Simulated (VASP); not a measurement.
# TiO2: single point with PBEsol

The system is TiO2.

```xyz
6
Lattice="2.7060 -2.7067 0.0000 2.7060 2.7067 0.0000 -2.6335 0.0000 4.7966" Properties=species:S:1:pos:R:3 pbc="T T T"
Ti    2.0477    1.9807    1.1992
Ti    0.7309   -1.9807    3.5975
O    -0.6205   -0.6563    3.2001
O     3.3990    0.6563    1.5966
O     2.0823   -0.6363    3.9949
O     0.6963    0.6563    0.8018
```

* Program: VASP 6.6.1
* Task: single point
* Functional: PBEsol
* Potentials or basis: VASP PAW PBE potentials, release 64 (Ti_sv, O)
* Cutoff: 520 eV
* k mesh: 6 × 6 × 4
* Occupations: gaussian, width 0.01 eV
* Spin: no spin polarisation
* Dipole correction: no
* Further INCAR settings: ALGO = Normal; EDIFF = 1e-07; NBANDS = 33

```yaml
Pressure: -7.0 GPa
Largest_force: 0.309 eV/Å
Band_gap_on_the_k_mesh: 2.01 eV (least direct gap 2.33 eV)
```

Forces in eV/Å, atoms in the order of the input:
```
Ti   0.001  0.076 -0.005
Ti   0.001 -0.048 -0.003
O    0.008  0.025 -0.216
O   -0.008  0.048  0.214
O   -0.091 -0.195  0.221
O    0.089  0.094 -0.212
```

Stress tensor (GPa, compression positive):
```
-7.02 -0.04 -0.12
-0.04 -7.10  0.18
-0.12  0.18 -6.76
```

Levels at points of the mesh, in eV from the valence-band top:
| k point | band 22 | band 23 | band 24 | band 25 | band 26 | band 27 |
| --- | --- | --- | --- | --- | --- | --- |
| (0.00, 0.00, 0.00) | -0.70 | -0.44 | -0.43 | 2.01 | 2.74 | 3.78 |
| (0.50, 0.00, 0.00) | -0.91 | -0.87 | -0.61 | 3.16 | 3.34 | 3.36 |
| (0.00, 0.50, 0.00) | -0.91 | -0.87 | -0.61 | 3.17 | 3.33 | 3.35 |
| (0.50, 0.50, 0.00) | -1.85 | 0.00 | 0.00 | 3.20 | 3.23 | 3.49 |
| (0.00, 0.00, 0.50) | -1.24 | -0.12 | -0.12 | 2.36 | 2.36 | 3.61 |
| (0.50, 0.00, 0.50) | -0.89 | -0.87 | -0.61 | 3.03 | 3.43 | 3.44 |
| (0.00, 0.50, 0.50) | -0.89 | -0.87 | -0.63 | 3.03 | 3.42 | 3.45 |
| (0.50, 0.50, 0.50) | -2.03 | -0.02 | -0.01 | 3.20 | 3.22 | 3.68 |

It took 2.4 min on 1 thread of Intel(R) Xeon(R) Platinum 8488C (Sapphire Rapids) (shared host), peak memory 0.26 GiB.

Caveat: the cell stands under tension; the PAW data sets were made with another functional, which shifts forces and pressure a little. A k mesh can miss the band edges.
